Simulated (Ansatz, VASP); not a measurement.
Hg: VASP beside Ansatz

```
CELL_PARAMETERS angstrom
2.55756 0.00000 0.00000
-1.27878 2.21491 0.00000
0.00000 0.00000 4.18193
ATOMIC_POSITIONS crystal
Hg 0.33333 0.66667 0.25000
Hg 0.66667 0.33333 0.75000
```

Change from the starting cell: volume scaled by 0.5, PAW files.

Alike in both runs: task single point; functional PBEsol; k mesh 15 × 15 × 8; occupations fermi-dirac, width 0.08 eV; no spin polarisation.

|  | VASP | Ansatz |
| --- | --- | --- |
| version | VASP 6.6.1 | Ansatz 0.2.0 |
| potentials or method | VASP PAW PBE potentials, release 64 (Hg) | PAW with Ansatz's default frozen-core files, scalar-relativistic |
| plane-wave cutoff (eV) | 520 | 420 |
| valence electrons in the cell | 24 | 40 |

VASP gave:

| Property | Result |
| --- | --- |
| pressure (GPa) | 264.5 |

Q: Which values does Ansatz return?

A: Pressure (GPa): 250.0.

VASP's potentials were made for PBE, not for PBEsol. Both programs put the cell under a high pressure, so it lies far from rest at this level. With one functional, cell and mesh, what is left measures potentials, basis and numerics. VASP's potentials hold 24 valence electrons a cell and Ansatz's 40, so a difference there can come from the potentials and not from the codes.

Spin-orbit coupling is off throughout. Noted on VASP's run: the cell as given lies far from equilibrium.
